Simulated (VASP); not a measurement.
SiNi3, 4 atoms in the cell. It takes space group Pm-3m (No. 221, cubic). The conventional cell has a = 3.470 Å, b = 3.470 Å, c = 3.470 Å, α = 90.00°, β = 90.00°, γ = 90.00°. Ni (site symmetry 4/mmm) has 8 Ni at 2.45 Å and 4 Si at 2.45 Å within 3.2 Å. Si (site symmetry m-3m) has 12 Ni at 2.45 Å within 3.2 Å. 

- Program: VASP 6.6.1
- Task: single point
- Functional: PBE
- Dispersion: D4
- Potentials or basis: VASP PAW PBE potentials, release 64 (Ni, Si)
- Cutoff: 520 eV
- k mesh: 8 × 8 × 8
- Occupations: fermi-dirac, width 0.05 eV
- Spin: collinear spin, ferromagnetic start
- Starting moments: [1.0, 1.0, 1.0, 0.0] μB
- Dipole correction: no
- Further INCAR settings: ALGO = Normal; EDIFF = 1e-07; NBANDS = 29

Potentials or basis: VASP PAW PBE potentials, release 64 (Ni, Si).

The run is started by

```bash
$ cat potpaw_PBE.64/Ni/POTCAR potpaw_PBE.64/Si/POTCAR > POTCAR
$ mpirun -np 1 vasp_std > vasp.out
```

Hardware: 1 thread of Intel Xeon 8259CL, on a shared host.

Problem. Estimate the wall time of this run.

Solution. Run time: 2.9 min on 1 thread of Intel Xeon 8259CL, with other jobs on the host, peak memory 0.21 GiB. Counts: scf iterations 17, k points 35.
